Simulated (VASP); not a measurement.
# MnO (P1) in VASP: single point with r2SCAN

Aim: the single point of MnO with r2SCAN.

Everything below comes from runs of VASP 6.6.1. Logs are shortened: lines on timing, memory, paths and dates and some standing lists are left out, and cuts for length are marked.

## 1. The cell of the first run

The typed cell holds 2 atoms: a = 3.232 Å, b = 3.233 Å, c = 3.232 Å, α = 60.00°, β = 59.95°, γ = 59.96°.

## 2. Single point, r2SCAN, non-collinear spin, typed start, spin-orbit coupling

The input, POSCAR:

```
MnO
1.0
    0.0017970000      2.2849190000      2.2851720000
    2.2858160000      0.0000390000      2.2869300000
    2.2846570000      2.2855170000      0.0011980000
Mn O
1 1
Direct
    0.9889210000      0.0261640000      0.9817920000
    0.5056560000      0.4402120000      0.5618470000
```

The input, INCAR.step1:

```
ALGO = Normal
EDIFF = 1E-4
ENCUT = 520
GGA = PE
GGA_COMPAT = F
ISMEAR = -1
LASPH = T
LCHARG = F
LMAXMIX = 4
LREAL = F
LSORBIT = T
LWAVE = T
MAGMOM = 3.181 3.183 0.002 0 0 0
NBANDS = 31
NELM = 150
PREC = Accurate
SIGMA = 0.1
```

The input, INCAR.step2:

```
ALGO = Normal
EDIFF = 1E-6
ENCUT = 520
GGA_COMPAT = F
ISIF = 2
ISMEAR = -1
ISTART = 1
LASPH = T
LCHARG = F
LMAXMIX = 4
LMIXTAU = T
LORBIT = 11
LORBMOM = T
LREAL = F
LSORBIT = T
LWAVE = F
MAGMOM = 3.181 3.183 0.002 0 0 0
METAGGA = R2SCAN
NBANDS = 31
NELM = 150
PREC = Accurate
SIGMA = 0.1
```

The input, KPOINTS:

```
k-points
0
Gamma
  7 7 7
```

Potentials or basis: VASP PAW PBE potentials, release 64 (Mn_pv, O).

Launch:

```
cat potpaw_PBE.64/Mn_pv/POTCAR potpaw_PBE.64/O/POTCAR > POTCAR
cp INCAR.step1 INCAR
mpirun -np 1 vasp_ncl > vasp.out
cp INCAR.step2 INCAR
mpirun -np 1 vasp_ncl > vasp.out
```

OUTCAR:

```text
EDIFF = 1E-6
   ENCUT = 520
   ISIF = 2
   ISMEAR = -1
   ISTART = 1
   LASPH = T
   LORBIT = 11
   LREAL = F
   LSORBIT = T
   METAGGA = R2SCAN
   NELM = 150
   PREC = Accurate

 ion  position               nearest neighbor table
   1  0.989  0.026  0.982-   2 2.07   2 2.14   2 2.29   2 2.31   2 2.45   2 2.51
   2  0.506  0.440  0.562-   1 2.07   1 2.14   1 2.29   1 2.31   1 2.45   1 2.51

  LATTYP: Found a triclinic cell.
 ALAT       =     5.5945031960
 B/A-ratio  =     0.5776282054
 C/A-ratio  =     0.5777695872
 COS(alpha) =     0.0001111245
 COS(beta)  =     0.2886881027
 COS(gamma) =     0.8660202789

  Lattice vectors:

 A1 = (   2.2810630000,  -2.2843210000,  -4.5691460000)
 A2 = (  -0.0017970000,  -2.2849190000,  -2.2851720000)
 A3 = (  -0.0011590000,   2.2854780000,  -2.2857320000)

Analysis of symmetry for initial positions (statically):
=====================================================================
 Subroutine PRICEL returns:
 Original cell was already a primitive cell.

 Routine SETGRP: Setting up the symmetry group for a
 triclinic supercell.

 Subroutine GETGRP returns: Found  1 space group operations
 (whereof  1 operations were pure point group operations)
 out of a pool of  2 trial point group operations.

The static configuration has the point symmetry C_1 .

Analysis of symmetry for dynamics (positions and initial velocities):
=====================================================================
 Subroutine PRICEL returns:
 Original cell was already a primitive cell.

 Routine SETGRP: Setting up the symmetry group for a
 triclinic supercell.

 Subroutine GETGRP returns: Found  1 space group operations
 (whereof  1 operations were pure point group operations)
 out of a pool of  2 trial point group operations.

The dynamic configuration has the point symmetry C_1 .

Analysis of structural, dynamic, and magnetic symmetry:
=====================================================================
 Subroutine PRICEL returns:
 Original cell was already a primitive cell.

 Routine SETGRP: Setting up the symmetry group for a
 triclinic supercell.

 Subroutine GETGRP returns: Found  1 space group operations
 (whereof  1 operations were pure point group operations)
 out of a pool of  2 trial point group operations.

The overall configuration has the point symmetry C_1 .

 Subroutine INISYM returns: Found  1 space group operations
 (whereof  1 operations are pure point group operations),
 and found     1 'primitive' translations

----------------------------------------------------------------------------------------

                                     Primitive cell

  volume of cell :      23.8609

  direct lattice vectors                    reciprocal lattice vectors
     0.001797000  2.284919000  2.285172000    -0.219053969  0.218856779  0.218943532
     2.285816000  0.000039000  2.286930000     0.218770860 -0.218803127  0.218606867
     2.284657000  2.285517000  0.001198000     0.218992921  0.218741983 -0.218889976

  length of vectors
     3.231542841  3.233419801  3.231601306     0.379235020  0.378846222  0.379102593

  position of ions in fractional coordinates (direct lattice)
     0.988921000  0.026164000  0.981792000
     0.505656000  0.440212000  0.561847000

  ion indices of the primitive-cell ions
   primitive index   ion index
                 1           1
                 2           2

----------------------------------------------------------------------------------------

 KPOINTS: k-points

Automatic generation of k-mesh.
 Grid dimensions read from file:
 generate k-points for:    7    7    7

 Generating k-lattice:

  Cartesian coordinates                     Fractional coordinates (reciprocal lattice)
    -0.031293424  0.031265254  0.031277647     0.142857143 -0.000000000 -0.000000000
     0.031252980 -0.031257590  0.031229552     0.000000000  0.142857143  0.000000000
     0.031284703  0.031248855 -0.031269997     0.000000000  0.000000000  0.142857143

  Length of vectors
     0.054176431  0.054120889  0.054157513

  Shift w.r.t. Gamma in fractional coordinates (k-lattice)
     0.000000000  0.000000000  0.000000000

 Subroutine IBZKPT returns following result:
 ===========================================

 Found    343 irreducible k-points:

 Following reciprocal coordinates:
            Coordinates               Weight
[... 44 lines left out ...]
   LREAL  =      F    real-space projection
   EDIFFG = 0.1E-04   stopping-criterion for IOM
   NSW    =      0    number of steps for IOM
   IBRION =     -1    ionic relax: 0-MD 1-quasi-New 2-CG
   NFREE  =      0    steps in history (QN), initial steepest desc. (CG)
   ISIF   =      2    stress and relaxation
   ISYM   =      2    0-nonsym 1-usesym 2-fastsym
   POTIM  = 0.5000    time-step for ionic-motion
   TEBEG  =    0.0;   TEEND  =   0.0 temperature during run
   PSTRESS=    0.0 pullay stress
   NELECT =      19.0000    total number of electrons
   NUPDOWN=      -1.0000    fix difference up-down
   EMIN   =  10.00;   EMAX   =-10.00  energy-range for DOS
   EFERMI =   0.00;   METHOD = LEGACY
   ISMEAR =    -1;   SIGMA  =   0.10  broadening in eV -4-tet -1-fermi 0-gaus
   EFERMI_NEDOS =   21; number of points for ismear=-14 and -15
   IALGO  =     38    algorithm
   IMIX   =      4    mixing-type and parameters
     AMIX     =   0.40;   BMIX     =  1.00
     AMIX_MAG =   1.60;   BMIX_MAG =  1.00
  volume/ion in A,a.u.               =      11.93        80.51
  Fermi-wavevector in a.u.,A,eV,Ry     =   1.517390  2.867452 31.327051  2.302473
  Thomas-Fermi vector in A             =   2.626652
   LORBIT       =     11    0 simple, 1 ext, 2 COOP (PROOUT), +10 PAW based schemes
   METAGGA = R2SCAN    functional components
   LHFCALC =     F    Hartree Fock is set to
   AEXX    =    0.0000 exact exchange contribution
   IVDW    =     0    specifies the selected vdW correction
   LEPSILON=     F    determine dielectric tensor
   LRPA    =     F    only Hartree local field effects (RPA)
  energy-cutoff  :      520.00
  volume of cell :       23.86
 maximum number of plane-waves:      1308
   NGX = 13   NGY = 13   NGZ = 13

 number of electron      19.0000000 magnetization       3.5341133      3.5359326      0.0022486

 Free energy of the ion-electron system (eV)
  ---------------------------------------------------
  ext. energy  EPLUGINS =         0.00000000
  ---------------------------------------------------
  free energy    TOTEN  =       -24.36817898 eV

  energy without entropy =      -24.36679724  energy(sigma->0) =      -24.36748811

 E-fermi :   6.4231     XC(G=0): -12.0238

 val. band max:        6.1719697248   @ k =   0.0000   0.4286   0.0000
 cond. band min:       7.0627716397   @ k =   0.4286   0.0000   0.4286
 fundamental gap:      0.8908019149
 Fermi energy:         6.4231303961

 k-point     1 :       0.0000    0.0000    0.0000
  band No.  band energies     occupation
      1     -46.7472      1.00000
      2     -46.3325      1.00000
      3     -45.8588      1.00000
      4     -40.2551      1.00000
      5     -39.8459      1.00000
      6     -39.4843      1.00000
[... 805 lines left out ...]
     30      20.2617      0.00000
     31      20.8378      0.00000

 [... further k-points ...]

------------------------ aborting loop because EDIFF is reached ----------------------------------------

  FORCE on cell =-STRESS in cart. coord.  units (eV):
  Direction    XX          YY          ZZ          XY          YZ          ZX
  --------------------------------------------------------------------------------------
  -------------------------------------------------------------------------------------
  Total       -1.5778801     -0.4812843     -1.0639104      0.0027112      0.0938614     -0.0190888
  in kB     -105.9493708    -32.3166279    -71.4380275      0.1820510      6.3024786     -1.2817467
  external PRESSURE =     -69.9013421 kB  Pullay stress =       0.0000000 kB

 VOLUME and BASIS-vectors are now :
 -----------------------------------------------------------------------------
  energy-cutoff  :      520.00
  volume of cell :       23.86
      direct lattice vectors                 reciprocal lattice vectors
     0.001797000  2.284919000  2.285172000    -0.219053969  0.218856779  0.218943532
     2.285816000  0.000039000  2.286930000     0.218770860 -0.218803127  0.218606867
     2.284657000  2.285517000  0.001198000     0.218992921  0.218741983 -0.218889976

 POSITION                                       TOTAL-FORCE (eV/Angst)
 -----------------------------------------------------------------------------------
      2.30464      4.50351      2.32087        -0.007673      0.542370     -0.259918
      2.29078      2.43951      2.16292         0.007673     -0.542370      0.259918
 -----------------------------------------------------------------------------------
    total drift:                                0.012976      0.011156      0.006426

  FREE ENERGIE OF THE ION-ELECTRON SYSTEM (eV)
  ---------------------------------------------------
  free  energy   TOTEN  =       -24.3681789768 eV

  energy  without entropy=      -24.3667972388  energy(sigma->0) =      -24.36748811

 orbital moment (x)

 # of ion     p       d       tot
 ----------------------------------------
  1        -0.000   0.000  -0.000
  2         0.000   0.000   0.000
 ----------------------------------------
           -0.000   0.000  -0.000

 orbital moment (y)

 # of ion     p       d       tot
 ----------------------------------------
  1        -0.000   0.000  -0.000
  2         0.000   0.000   0.000
 ----------------------------------------
           -0.000   0.000  -0.000

 orbital moment (z)

 # of ion     p       d       tot
 ----------------------------------------
  1         0.000  -0.000  -0.000
  2        -0.000   0.000  -0.000
 ----------------------------------------
            0.000  -0.000  -0.000

 Spin-Orbit-Coupling matrix elements

 Ion:    1  E_soc:     -0.0252094
 l=   1
     0.0000000    -0.0034655    -0.0034720
    -0.0034655     0.0000000    -0.0034697
    -0.0034720    -0.0034697     0.0000000
 l=   2
     0.0000000    -0.0001134     0.0000000    -0.0001131    -0.0008317
    -0.0001134     0.0000000    -0.0003507    -0.0002022    -0.0001177
     0.0000000    -0.0003507     0.0000000    -0.0003515     0.0000000
    -0.0001131    -0.0002022    -0.0003515     0.0000000    -0.0001172
    -0.0008317    -0.0001177     0.0000000    -0.0001172     0.0000000
 l=   3
     0.0000000     0.0000000     0.0000000     0.0000000     0.0000000     0.0000000     0.0000000
     0.0000000     0.0000000     0.0000000     0.0000000     0.0000000     0.0000000     0.0000000
     0.0000000     0.0000000     0.0000000     0.0000000     0.0000000     0.0000000     0.0000000
     0.0000000     0.0000000     0.0000000     0.0000000     0.0000000     0.0000000     0.0000000
     0.0000000     0.0000000     0.0000000     0.0000000     0.0000000     0.0000000     0.0000000
     0.0000000     0.0000000     0.0000000     0.0000000     0.0000000     0.0000000     0.0000000
     0.0000000     0.0000000     0.0000000     0.0000000     0.0000000     0.0000000     0.0000000

 Ion:    2  E_soc:     -0.0001678
 l=   1
     0.0000000    -0.0000303    -0.0000237
    -0.0000303     0.0000000    -0.0000299
    -0.0000237    -0.0000299     0.0000000
 l=   2
     0.0000000     0.0000000     0.0000000     0.0000000     0.0000000
     0.0000000     0.0000000     0.0000000     0.0000000     0.0000000
     0.0000000     0.0000000     0.0000000     0.0000000     0.0000000
     0.0000000     0.0000000     0.0000000     0.0000000     0.0000000
     0.0000000     0.0000000     0.0000000     0.0000000     0.0000000
 l=   3
     0.0000000     0.0000000     0.0000000     0.0000000     0.0000000     0.0000000     0.0000000
     0.0000000     0.0000000     0.0000000     0.0000000     0.0000000     0.0000000     0.0000000
     0.0000000     0.0000000     0.0000000     0.0000000     0.0000000     0.0000000     0.0000000
     0.0000000     0.0000000     0.0000000     0.0000000     0.0000000     0.0000000     0.0000000
     0.0000000     0.0000000     0.0000000     0.0000000     0.0000000     0.0000000     0.0000000
     0.0000000     0.0000000     0.0000000     0.0000000     0.0000000     0.0000000     0.0000000
     0.0000000     0.0000000     0.0000000     0.0000000     0.0000000     0.0000000     0.0000000

 total charge

# of ion       s       p       d       tot
------------------------------------------
    1        0.204   6.161   4.936  11.301
    2        1.559   3.443   0.000   5.002
--------------------------------------------------
tot          1.763   9.604   4.936  16.303

 magnetization (x)

# of ion       s       p       d       tot
------------------------------------------
    1        0.022   0.020   3.170   3.212
    2        0.020   0.129   0.000   0.149
--------------------------------------------------
tot          0.042   0.149   3.170   3.361

 magnetization (y)

# of ion       s       p       d       tot
------------------------------------------
    1        0.022   0.020   3.171   3.213
    2        0.020   0.129   0.000   0.149
--------------------------------------------------
tot          0.042   0.149   3.171   3.362

 magnetization (z)

# of ion       s       p       d       tot
------------------------------------------
    1        0.000   0.000   0.002   0.002
    2        0.000   0.000   0.000   0.000
--------------------------------------------------
tot          0.000   0.000   0.002   0.002
```

Wall time 74 min (1 thread of Oxide Virtual Turin-like, shared host); peak memory 0.46 GiB.

What came out:

```
Free energy                                           : -24.3682 eV
Pressure                                              : -7.0 GPa
Largest force                                         : 0.601 eV/Å
Net moment                                            : 5.00 μB per cell
Valence electrons inside the program's atomic spheres : Mn 11.30; O 5.00
```

Forces on the atoms (eV/Å):
```
Mn  -0.008  0.542 -0.260
O    0.008 -0.542  0.260
```

Moments on the atoms (μB; x, y, z):
```
Mn  3.21 3.21 0.00
O   0.15 0.15 0.00
```

Caveat: the stress differs along the axes, from -11 to -3 GPa; the PAW data sets were made with another functional, which shifts forces and pressure a little; a cell with one magnetic atom can't hold antiferromagnetic order, which such compounds often take.
